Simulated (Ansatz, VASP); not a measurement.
**Two plane-wave programs on CdS**

File INCAR:

```
SYSTEM = CdS
ALGO = Normal
EDIFF = 1E-6
EDIFFG = -0.01
ENCUT = 600
GGA = PS
IBRION = 2
ISIF = 3
ISMEAR = -1
LASPH = .True.
LCHARG = .False.
LREAL = .False.
LWAVE = .False.
NELM = 60
NSW = 80
PREC = Accurate
SIGMA = 0.02
```

KPOINTS

```
k-points
0
Gamma
  6 6 4
  0 0 0
```

POSCAR

```
CdS
1.0
    4.1500000000      0.0000000000      0.0000000000
   -2.0750000000      3.5940054300      0.0000000000
    0.0000000000      0.0000000000      6.7370000000
Cd S
2 2
Direct
    0.3333333300      0.6666666700      0.0000000000
    0.6666666700      0.3333333300      0.5000000000
    0.3333333300      0.6666666700      0.3750000000
    0.6666666700      0.3333333300      0.8750000000
```

Input for Ansatz:

```yaml
crystal:
  lattice:
    - [4.15, 0.0, 0.0]
    - [-2.075, 3.59400543, 0.0]
    - [0.0, 0.0, 6.737]
  atoms:
    - { symbol: Cd, position: [0.33333333, 0.66666667, 0.0] }
    - { symbol: Cd, position: [0.66666667, 0.33333333, 0.5] }
    - { symbol: S, position: [0.33333333, 0.66666667, 0.375] }
    - { symbol: S, position: [0.66666667, 0.33333333, 0.875] }
  symmetry: { tolerance: 0.0003 }
hamiltonian:
  xc: pbesol
  pseudopotentials: { kind: paw, azcp: { folder: soft_1 } }
basis:
  ecutwfc: 420
magnetization:
  spin_polarized: false
scf:
  occupations: { method: fermi_dirac, width: 0.02 }
kpoints:
  mp_grid: { grid: [6, 6, 4], shift: [0, 0, 0] }
output:
  forces: true
  stress: true
  eigenvalues: true
relax:
  max_steps: 60
  cell: {}
```

Alike in both runs: task relaxation of cell and atoms; functional PBEsol; k mesh 6 × 6 × 4; occupations fermi-dirac, width 0.02 eV; no spin polarisation.

|  | VASP | Ansatz |
| --- | --- | --- |
| version | VASP 6.6.1 | Ansatz 0.2.0 |
| potentials or method | VASP PAW PBE potentials, release 64 (Cd, S), cutoff 600 eV | PAW plane waves |
| valence electrons in the cell | 36 | 52 |

Ansatz gave:

```
gap on the k mesh at the Fermi level, each at its own relaxed structure (eV) : 1.09
relaxed volume (Å³/atom)                                                     : 24.71
relaxed cell length with the largest relative difference (Å)                 : 6.711
```

What did VASP give for the same quantities?

gap on the k mesh at the Fermi level, each at its own relaxed structure (eV): 1.08; relaxed volume (Å³/atom): 24.85; relaxed cell length with the largest relative difference (Å): 6.731.

VASP's potentials were made for PBE, not for PBEsol, and Ansatz warns of the same on its side. VASP's potentials hold 36 valence electrons a cell and Ansatz's 52, so a difference there can come from the potentials and not from the codes.
